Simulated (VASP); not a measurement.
Runs of VASP 6.6.1 on KCl. Symmetry: Pm-3m, No. 221, cubic system. The conventional cell has a = 3.771 Å, b = 3.771 Å, c = 3.771 Å, α = 90.00°, β = 90.00°, γ = 90.00°. Within 4.3 Å of K (site symmetry m-3m) lie 8 Cl at 3.27 Å and 6 K at 3.77 Å. Within 4.3 Å of Cl (site symmetry m-3m) lie 8 K at 3.27 Å and 6 Cl at 3.77 Å. 

| level | potentials or basis | k mesh | grid for exact exchange (PRECFOCK) | screening parameter | gap on the mesh (eV) | pressure (GPa) |
| --- | --- | --- | --- | --- | --- | --- |
| r2SCAN | VASP PAW PBE potentials, release 64 (K_sv, Cl) | 4 × 4 × 4 | - | - | 5.81 | 0.0 |
| r2SCAN | VASP PAW PBE potentials, release 64 (K_sv, Cl) | 6 × 6 × 6 | - | - | 5.81 | 0.0 |
| LDA | VASP PAW LDA potentials, release 64 (K_sv, Cl) | 4 × 4 × 4 | - | - | (b) | -2.3 |
| HSE06 | VASP PAW PBE potentials, release 64 (K_sv, Cl) | 4 × 4 × 4 | Normal | 0.2079 1/Å | 6.36 | (a) |
| PBE | VASP PAW PBE potentials, release 64 (K_sv, Cl) | 4 × 4 × 4 | - | - | 5.03 | 1.1 |

Alike in all rows: task single point; no spin polarisation; cell as given; cutoff (eV) 520; smearing gaussian 0.01 eV.

Problem. Fill in the values left out.

Solution. (a) 0.7; (b) 4.59.

Caveats: the PAW data sets were made with another functional, which shifts forces and pressure a little (some runs).

A k mesh can miss the band edges.
